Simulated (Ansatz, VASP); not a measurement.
## Two plane-wave programs on ZnAu

Contents of INCAR:

```
SYSTEM = ZnAu
PREC = Accurate
ENCUT = 520
EDIFF = 1E-8
ISMEAR = -1
SIGMA = 0.05
LREAL = .FALSE.
LASPH = .TRUE.
NELM = 100
ALGO = Normal
ISIF = 2
LWAVE = .FALSE.
LCHARG = .FALSE.
GGA = PS
LEFG = .TRUE.
NBANDS = 18
```

File KPOINTS:

```
regular mesh
0
G
  13 13 13
  0 0 0
```

POSCAR

```
ZnAu
1.0
    3.1470000000      0.0000000000      0.0000000000
    0.0000000000      3.1470000000      0.0000000000
    0.0000000000      0.0000000000      3.1470000000
Zn Au
1 1
Direct
    0.5000000000      0.5000000000      0.5000000000
    0.0000000000      0.0000000000      0.0000000000
```

Input for Ansatz:

```yaml
crystal:
  lattice:
    - [3.147, 0.0, 0.0]
    - [0.0, 3.147, 0.0]
    - [0.0, 0.0, 3.147]
  atoms:
    - { symbol: Zn, position: [0.5, 0.5, 0.5] }
    - { symbol: Au, position: [0.0, 0.0, 0.0] }
kpoints:
  mp_grid: { grid: [13, 13, 13] }
  band_path:
    path:
      - [0.0, 0.0, 0.0]
      - [0.0, 0.5, 0.0]
      - [0.5, 0.5, 0.0]
      - [0.0, 0.0, 0.0]
      - [0.5, 0.5, 0.5]
      - [0.0, 0.5, 0.0]
      - [0.5, 0.5, 0.5]
      - [0.5, 0.5, 0.0]
    npoints: 14
scf:
  occupations: { method: fermi_dirac, width: 0.05 }
hamiltonian:
  xc: pbesol
  pseudopotentials: { kind: paw }
output:
  forces: true
  stress: true
  eigenvalues: true
  efg: { contact_densities: true }
  populations: true
  bader: true
  dos: { projected: true, de: 0.2, e_range: [-14, 8] }
  write_density: true
  write_potential: true
  elf: true
  volumetric_format: npy
```

Alike in both runs: task electric field gradients; functional PBEsol; k mesh 13 × 13 × 13; occupations fermi-dirac, width 0.05 eV; no spin polarisation.

|  | VASP | Ansatz |
| --- | --- | --- |
| version | VASP 6.6.1 | Ansatz 0.2.0 |
| potentials or method | VASP PAW PBE potentials, release 64 (Zn, Au) | PAW with Ansatz's default frozen-core files, scalar-relativistic |
| plane-wave cutoff (eV) | 520 | 420 |
| valence electrons in the cell | 23 | 31 |

|  | VASP | Ansatz | Ansatz less VASP |
| --- | --- | --- | --- |
| pressure (GPa) | -2.2 | -2.4 | -0.17 |

VASP's potentials were made for PBE, not for PBEsol. VASP's potentials hold 23 valence electrons a cell and Ansatz's 31, so a difference there can come from the potentials and not from the codes.

Neither program's run includes spin-orbit coupling.
